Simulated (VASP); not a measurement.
A run of VASP 6.6.1 is set up as follows.

File POSCAR:

```
NaCl
1.0
    0.0000000000      3.0872727869      3.0872727869
    3.0872727869      0.0000000000      3.0872727869
    3.0872727869      3.0872727869      0.0000000000
Na Cl
1 1
Direct
    0.0000000000      0.0000000000      0.0000000000
    0.2500000000      0.2500000000      0.2500000000
```

File INCAR.step1:

```
ALGO = Normal
EDIFF = 1E-4
ENCUT = 520
GGA = PE
ISMEAR = 0
LASPH = True
LCHARG = False
LREAL = False
LWAVE = True
NBANDS = 14
NELM = 100
PREC = Accurate
SIGMA = 0.01
```

The input INCAR.step2:

```
ALGO = Normal
EDIFF = 1E-6
ENCUT = 520
ISIF = 2
ISMEAR = 0
ISTART = 1
LASPH = True
LCHARG = False
LMIXTAU = True
LREAL = False
LWAVE = False
METAGGA = R2SCAN
NBANDS = 14
NELM = 100
PREC = Accurate
SIGMA = 0.01
```

Contents of KPOINTS:

```
k-points
0
Gamma
  8 8 8
```

Potentials or basis: VASP PAW PBE potentials, release 64 (Na_pv, Cl).

Run with:

```bash
$ cat potpaw_PBE.64/Na_pv/POTCAR potpaw_PBE.64/Cl/POTCAR > POTCAR
$ cp INCAR.step1 INCAR
$ mpirun -np 1 vasp_std > vasp.out
$ cp INCAR.step2 INCAR
$ mpirun -np 1 vasp_std > vasp.out
```

Q: Estimate the pressure.

A: -0.1 GPa.

Q: What does it give for the band gap on the k mesh?

A: 5.57 eV, direct.

Caveat: the PAW data sets were made with another functional, which shifts forces and pressure a little. A k mesh can miss the band edges.
